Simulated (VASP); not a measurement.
Set up this calculation in VASP 6.6.1, as the native input.

* Task: single point
* Functional: PBEsol
* Potentials or basis: VASP PAW PBE potentials, release 64 (Al, Cu)
* Cutoff: 520 eV
* k mesh: 10 × 10 × 10
* Occupations: gaussian, width 0.1 eV
* Spin: no spin polarisation
* Dipole correction: no
* Further INCAR settings: ALGO = Fast; EDIFF = 1e-06; NBANDS = 26

The structure of Al2Cu lies in POSCAR:

```
Al2Cu
1.0
   -2.9619725323      2.9619725323      2.3870747099
    2.9619725323     -2.9619725323      2.3870747099
    2.9619725323      2.9619725323     -2.3870747099
Al Cu
4 2
Direct
    0.8409813532      0.6590186468      0.5000000000
    0.6590186468      0.1590186468      0.8180372936
    0.3409813532      0.8409813532      0.1819627064
    0.1590186468      0.3409813532      0.5000000000
    0.2500000000      0.2500000000      0.0000000000
    0.7500000000      0.7500000000      0.0000000000
```

These files were run (other wordings do the same):

INCAR

```
  PREC = Accurate
  ENCUT = 520
  EDIFF = 1E-6
  ISMEAR = 0
  SIGMA = 0.1
  LREAL = False
  LASPH = True
  NELM = 60
  ALGO = Fast
  ISIF = 2
  LWAVE = False
  LCHARG = False
  GGA = PS
  NBANDS = 26
```

KPOINTS

```
regular mesh
0
Gamma
  10 10 10
```

Potentials or basis: VASP PAW PBE potentials, release 64 (Al, Cu).

Run with:

```console
$ cat potpaw_PBE.64/Al/POTCAR potpaw_PBE.64/Cu/POTCAR > POTCAR
$ mpirun -np 1 vasp_std > vasp.out
```

It gave:

```
Pressure               : 3.8 GPa
Largest force          : 0.006 eV/Å
Band gap on the k mesh : zero (bands 17 and 18 overlap by 4.52 eV)
```

Caveat: the cell stands under pressure; the PAW data sets were made with another functional, which shifts forces and pressure a little.

Wall time 2.1 min on 1 thread of Intel(R) Xeon(R) Platinum 8559C (Emerald Rapids), on a shared host, peak memory 0.32 GiB.
